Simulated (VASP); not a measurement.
# H: single point with PBE

The system is H.

```
H
1.0
     0.00000    5.20137    4.19632
     0.00000   -5.20137    4.19632
     5.31601    0.00000   -4.19632
H
16
Direct
  0.02027 0.35022 0.36604
  0.60271 0.21589 0.67958
  0.30940 0.34457 0.81950
  0.99583 0.98820 0.94474
  0.42859 0.52685 0.52261
  0.89515 0.98505 0.30878
  0.12758 0.50030 0.98768
  0.60336 0.04530 0.19615
  0.47097 0.59299 0.45945
  0.89728 0.98460 0.42833
  0.10009 0.59085 0.96591
  0.53118 0.90796 0.10881
  0.01492 0.45682 0.47780
  0.63579 0.15747 0.77033
  0.40681 0.42853 0.96298
  0.96007 0.92439 0.00128
```

```yaml
Program: VASP 6.6.1
Task: single point
Functional: PBE
Potentials_or_basis: VASP PAW PBE potentials, release 64 (H)
Cutoff: 520 eV
k_mesh: 4 × 4 × 4
Occupations: fermi-dirac, width 0.1034 eV
Spin: no spin polarisation
Dipole_correction: no
Further_INCAR_settings: LREAL = Auto; ALGO = Normal; EDIFF = 1e-06; NBANDS = 22
```

```json
{"Pressure": "-0.9 GPa", "Largest force": "2.310 eV/Å", "Band gap on the k mesh": "7.95 eV, direct"}
```

Forces in eV/Å, atoms in the order of the input:
```
H    1.610 -1.654 -0.100
H    1.291  1.336 -1.321
H    1.043  0.233  0.261
H   -0.221 -0.110  0.498
H   -0.662 -0.218  1.476
H    1.572  0.328 -1.069
H    0.208  0.750 -0.586
H   -0.649  0.068 -0.587
H    0.678  0.279 -1.386
H   -1.201  0.266  1.091
H   -0.122 -1.086  0.484
H    0.282 -0.601  0.432
H   -1.609  1.508  0.122
H   -1.337 -1.270  1.318
H   -1.077  0.055 -0.170
H    0.195  0.117 -0.463
```

Stress tensor (GPa, compression positive):
```
-2.21  0.56  1.02
 0.56  0.52  0.77
 1.02  0.77 -0.98
```

Levels at points of the mesh, in eV from the valence-band top:
```
           k point  band 5  band 6  band 7  band 8  band 9  band 10  band 11  band 12
(0.00, 0.00, 0.00)   -0.76   -0.52   -0.46   -0.02    8.01     8.29     8.69     9.27
(0.50, 0.00, 0.00)   -0.97   -0.48   -0.24    0.00    7.95     8.56     9.08     9.45
(0.00, 0.50, 0.50)   -0.74   -0.54   -0.44   -0.04    8.55     8.89     9.20     9.33
(0.00, 0.50, 0.00)   -0.74   -0.51   -0.43   -0.03    8.17     8.56     8.93     9.61
(0.50, 0.00, 0.50)   -0.94   -0.53   -0.26   -0.01    8.51     8.76     9.04     9.40
(0.50, 0.50, 0.00)   -1.09   -0.57   -0.21   -0.01    8.27     8.65     8.85     9.44
(0.00, 0.00, 0.50)   -0.83   -0.47   -0.34   -0.04    8.31     8.72     9.43     9.85
(0.50, 0.50, 0.50)   -1.03   -0.49   -0.21   -0.05    8.55     8.82     9.02     9.78
```

Run time: 110 s on 1 thread of Intel(R) Xeon(R) 6975P-C (Granite Rapids) (shared host), peak memory 0.37 GiB.

Caveat: forces of over 1 eV/Å act on the atoms, so gaps and moduli don't describe the material at rest. A k mesh can miss the band edges.
